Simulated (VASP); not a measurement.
Input of a VASP 6.6.1 run:

File INCAR:

```
SYSTEM = PbI2
PREC     = Accurate       ! precision mode
ENCUT    = 500            ! plane-wave cutoff, eV
EDIFF    = 1E-7           ! SCF threshold, eV
ISMEAR   = 0              ! smearing method
SIGMA    = 0.02           ! smearing width, eV
LREAL    = .FALSE.        ! projectors in reciprocal space
LASPH    = .TRUE.         ! aspherical terms in the spheres
NELM     = 120            ! most SCF steps
ALGO     = Normal         ! electronic algorithm
ISIF     = 3              ! what is computed and relaxed
LWAVE    = .FALSE.        ! write WAVECAR
LCHARG   = .FALSE.        ! write CHGCAR
GGA      = PE             ! functional
IVDW     = 12             ! dispersion correction
IBRION   = 2              ! ionic algorithm
NSW      = 70             ! ionic steps
EDIFFG   = -0.005         ! ionic threshold
GGA_COMPAT= .FALSE.      
NELMIN   = 4
```

File KPOINTS:

```
Automatic mesh
0
G
  6 6 4
  0 0 0
```

File POSCAR:

```
PbI2
1.0
    4.6785475783      0.0000000000      0.0000000000
   -2.3392737891      4.0517410556      0.0000000000
    0.0000000000      0.0000000000      7.6903754175
Pb I
1 2
Direct
    0.0000000000      0.0000000000      0.0000000000
    0.3333333333      0.6666666667      0.2412822981
    0.6666666667      0.3333333333      0.7587177019
```

Potentials or basis: VASP PAW PBE potentials, release 64 (Pb_d, I).

Launch:

```console
$ cat potpaw_PBE.64/Pb_d/POTCAR potpaw_PBE.64/I/POTCAR > POTCAR
$ mpirun -np 1 vasp_std > vasp.out
```

Problem. Estimate the band gap on the k mesh.

Solution. 2.18 eV.

Problem. Predict the relaxed volume.

Solution. 41.76 Å³/atom.

Problem. What does it give for the relaxed cell?

Solution. a = 4.557 Å, b = 4.557 Å, c = 6.965 Å, α = 90.00°, β = 90.00°, γ = 120.00°.

Problem. Predict the space group after relaxing (to 0.1 Å).

Solution. P-3m1 (No. 164).

Final structure:
```
Pb I
1.0
     4.55736    0.00000    0.00000
    -2.27868    3.94679    0.00000
     0.00000    0.00000    6.96455
Pb I
1 2
Direct
  0.00000 0.00000 0.00000
  0.33333 0.66667 0.27127
  0.66667 0.33333 0.72873
```

Caveat: spin-orbit coupling is left out, which moves the levels of the heavy elements. A k mesh can miss the band edges.
